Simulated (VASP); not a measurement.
KBr, 2 atoms in the cell. Symmetry: I4/mmm, No. 139, tetragonal system. The conventional cell has a = 4.470 Å, b = 4.470 Å, c = 6.848 Å, α = 90.00°, β = 90.00°, γ = 90.00°. K (site symmetry 4/mmm) has 6 Br at 3.16 to 3.42 Å within 4.2 Å. Within 4.2 Å of Br (site symmetry 4/mmm) lie 6 K at 3.16 to 3.42 Å.  This cell differs from its parent crystal: strain -0.040 along x and y, +0.040 along z.

- Program: VASP 6.6.1
- Task: single point
- Functional: r2SCAN
- Potentials or basis: VASP PAW PBE potentials, release 64 (K_sv, Br)
- Cutoff: 520 eV
- k mesh: 6 × 6 × 6
- Occupations: gaussian, width 0.05 eV
- Spin: no spin polarisation
- Dipole correction: no
- Further INCAR settings: ALGO = Normal; EDIFF = 1e-06; NBANDS = 15

Potentials or basis: VASP PAW PBE potentials, release 64 (K_sv, Br).

The run is started by

```sh
$ cat potpaw_PBE.64/K_sv/POTCAR potpaw_PBE.64/Br/POTCAR > POTCAR
$ cp INCAR.step1 INCAR
$ mpirun -np 1 vasp_std > vasp.out
$ cp INCAR.step2 INCAR
$ mpirun -np 1 vasp_std > vasp.out
```

Hardware: 1 thread of Intel(R) Xeon(R) 6975P-C (Granite Rapids), with other jobs on the host.

Question: How long does it take, and how much memory?

Answer: Wall time 54 s on 1 thread of Intel(R) Xeon(R) 6975P-C (Granite Rapids), with other jobs on the host, peak memory 0.22 GiB. Counts: k points 30.
